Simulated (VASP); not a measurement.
Set up this calculation in VASP 6.6.1, as the native input.

```yaml
Task: single point
Functional: r2SCAN
Potentials_or_basis: VASP PAW PBE potentials, release 64 (Y_sv)
Cutoff: 520 eV
k_mesh: 8 × 8 × 8
Occupations: fermi-dirac, width 0.1 eV
Spin: no spin polarisation
Dipole_correction: no
Further_INCAR_settings: ALGO = Normal; EDIFF = 1e-06; NBANDS = 12
```

Y:

```
Y
1.0
     3.26588    0.00000    0.00000
     0.00000    3.26588    0.00000
     0.00000    0.00000    3.26588
Y
1
Cartesian
  0.0000 0.0000 0.0000
```

These files were run (other wordings do the same):

POSCAR

```
Y
1.0
    3.2658763119      0.0000000000      0.0000000000
    0.0000000000      3.2658763119      0.0000000000
    0.0000000000      0.0000000000      3.2658763119
Y
1
Direct
    0.0000000000      0.0000000000      0.0000000000
```

INCAR.step1

```
  PREC = Accurate
  ENCUT = 520
  ISMEAR = -1
  SIGMA = 0.1
  LREAL = F
  LASPH = T
  NELM = 80
  NBANDS = 12
  GGA = PE
  ALGO = Normal
  EDIFF = 1E-4
  LWAVE = T
  LCHARG = F
```

INCAR.step2

```
  PREC = Accurate
  ENCUT = 520
  EDIFF = 1E-6
  ISMEAR = -1
  SIGMA = 0.1
  LREAL = F
  LASPH = T
  NELM = 80
  ALGO = Normal
  ISIF = 2
  LWAVE = F
  LCHARG = F
  METAGGA = R2SCAN
  LMIXTAU = T
  NBANDS = 12
  ISTART = 1
```

KPOINTS

```
Automatic mesh
0
Gamma
  8 8 8
```

Potentials or basis: VASP PAW PBE potentials, release 64 (Y_sv).

Run with:

```console
$ cat potpaw_PBE.64/Y_sv/POTCAR > POTCAR
$ cp INCAR.step1 INCAR
$ mpirun -np 1 vasp_std > vasp.out
$ cp INCAR.step2 INCAR
$ mpirun -np 1 vasp_std > vasp.out
```

Results of the run:

```
Pressure : -0.2 GPa
```

Caveat: the PAW data sets were made with another functional, which shifts forces and pressure a little.

Wall time 32 s on 1 thread of Intel(R) Xeon(R) Platinum 8259CL CPU @ 2.50GHz (Skylake/Cascade Lake), with other jobs on the host, peak memory 0.15 GiB.
